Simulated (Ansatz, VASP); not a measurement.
**One calculation of Co3Sn2, two programs**

Contents of POSCAR:

```
Co3Sn2
1.0
    4.2229921449      0.0000000000      0.0000000000
   -2.1114960725      3.6572184775      0.0000000000
    0.0000000000      0.0000000000      5.0668540000
Co Sn
3 2
Direct
    0.0000000000      0.0000000000      0.7463570000
    0.0000000000      0.0000000000      0.2536430000
    0.6666666700      0.3333333300      0.0000000000
    0.6666666700      0.3333333300      0.5000000000
    0.3333333300      0.6666666700      0.0000000000
```

Contents of INCAR.step1:

```
SYSTEM = Co3Sn2
  ALGO = Normal
  EDIFF = 1E-4
  ENCUT = 520
  GGA = PE
  ISMEAR = 0
  ISPIN = 2
  LASPH = .TRUE.
  LCHARG = .FALSE.
  LMAXMIX = 4
  LREAL = .FALSE.
  LWAVE = .TRUE.
  MAGMOM = 3 3 3 0 0
  NBANDS = 40
  NELM = 150
  PREC = Accurate
  SIGMA = 0.1
```

The input INCAR.step2:

```
SYSTEM = Co3Sn2
  ALGO = Normal
  EDIFF = 1E-7
  ENCUT = 520
  ISIF = 2
  ISMEAR = 0
  ISPIN = 2
  ISTART = 1
  LASPH = .TRUE.
  LCHARG = .FALSE.
  LMAXMIX = 4
  LMIXTAU = .TRUE.
  LORBIT = 11
  LREAL = .FALSE.
  LWAVE = .FALSE.
  MAGMOM = 3 3 3 0 0
  METAGGA = R2SCAN
  NBANDS = 40
  NELM = 150
  PREC = Accurate
  SIGMA = 0.1
```

The input KPOINTS:

```
k-points
0
G
  6 6 4
  0 0 0
```

Input for Ansatz:

```yaml
crystal:
  lattice:
    - [4.2229921449, 0.0, 0.0]
    - [-2.1114960725, 3.6572184775, 0.0]
    - [0.0, 0.0, 5.066854]
  atoms:
    - { symbol: Co, position: [0.0, 0.0, 0.746357], spin: 3.0 }
    - { symbol: Co, position: [0.0, 0.0, 0.253643], spin: 3.0 }
    - { symbol: Co, position: [0.66666667, 0.33333333, 0.0], spin: 3.0 }
    - { symbol: Sn, position: [0.66666667, 0.33333333, 0.5] }
    - { symbol: Sn, position: [0.33333333, 0.66666667, 0.0] }
basis:
  ecutwfc: 500
kpoints:
  mp_grid: { grid: [6, 6, 4] }
hamiltonian:
  xc: r2scan
scf:
  occupations: { method: gaussian, width: 0.1 }
  lower_state_search: "off"
output:
  forces: true
  stress: true
  eigenvalues: true
  populations: true
magnetization:
  spin_polarized: true
```

Alike in both runs: task single point; functional r2SCAN; k mesh 6 × 6 × 4; occupations gaussian, width 0.1 eV; collinear spin.

|  | VASP | Ansatz |
| --- | --- | --- |
| version | VASP 6.6.1 | Ansatz 0.2.0 |
| potentials or method | VASP PAW PBE potentials, release 64 (Co, Sn_d), cutoff 520 eV | scalar-relativistic, plane waves, PAW |
| valence electrons in the cell | 55 | 79 |

Ansatz gave:

* gap on the k mesh at the Fermi level (eV): none
* pressure (GPa): -1.5
* traceless stress, the component that is largest in VASP (GPa): -1.43
* rms of the force components (eV/Å): 0.032
* net moment per atom (μB): 0.73
* size of the moment on the site where the two differ most (μB): 0.04

Q: What did VASP give for the same quantities?

A: gap on the k mesh at the Fermi level (eV): none; pressure (GPa): -1.2; traceless stress, the component that is largest in VASP (GPa): -1.62; rms of the force components (eV/Å): 0.047; net moment per atom (μB): 0.73; size of the moment on the site where the two differ most (μB): 0.09.

VASP's potentials were made for PBE, not for r2SCAN. Site moments also hang on the region over which each program counts them. Atom by atom the forces differ by 0.014 eV/Å (rms over components). A gap of «none» marks a metal or a gap that the smearing closes. VASP's potentials hold 55 valence electrons a cell and Ansatz's 79, so a difference there can come from the potentials and not from the codes. Ansatz's warnings: stability check not made.
